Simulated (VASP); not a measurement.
Here is a VASP 6.6.1 calculation.

INCAR

```
PREC = Accurate ; ENCUT = 520
EDIFF = 1E-6 ; ISMEAR = -1
SIGMA = 0.05 ; LREAL = False
LASPH = True ; NELM = 60
ALGO = Normal ; ISIF = 2
LWAVE = False ; LCHARG = True
GGA = CA ; LELF = True
LVHAR = True ; NBANDS = 13
```

Contents of KPOINTS:

```
Automatic mesh
0
Gamma
  5 7 5
```

File POSCAR:

```
LiMg
1.0
    4.7076945865      0.0000000000      0.0000000000
    0.0000000000      3.2009080355      0.0000000000
    0.0000000000      0.0000000000      4.7281347836
Li Mg
2 2
Direct
    0.7500000000      0.0000000000      0.2571200000
    0.2500000000      0.0000000000      0.7428800000
    0.2500000000      0.5000000000      0.2438700000
    0.7500000000      0.5000000000      0.7561300000
```

Potentials or basis: VASP PAW LDA potentials, release 64 (Li_sv, Mg).

The run is started by

```console
$ cat potpaw_LDA.64/Li_sv/POTCAR potpaw_LDA.64/Mg/POTCAR > POTCAR
$ mpirun -np 1 vasp_std > vasp.out
```

Predict the largest force.

0.022 eV/Å.

Estimate the band gap on the k mesh.

zero (bands 5 and 6 overlap by 3.04 eV).

Forces on the atoms (eV/Å):
```
Li   0.000  0.000 -0.022
Li   0.000  0.000  0.022
Mg   0.000  0.000  0.011
Mg   0.000  0.000 -0.011
```
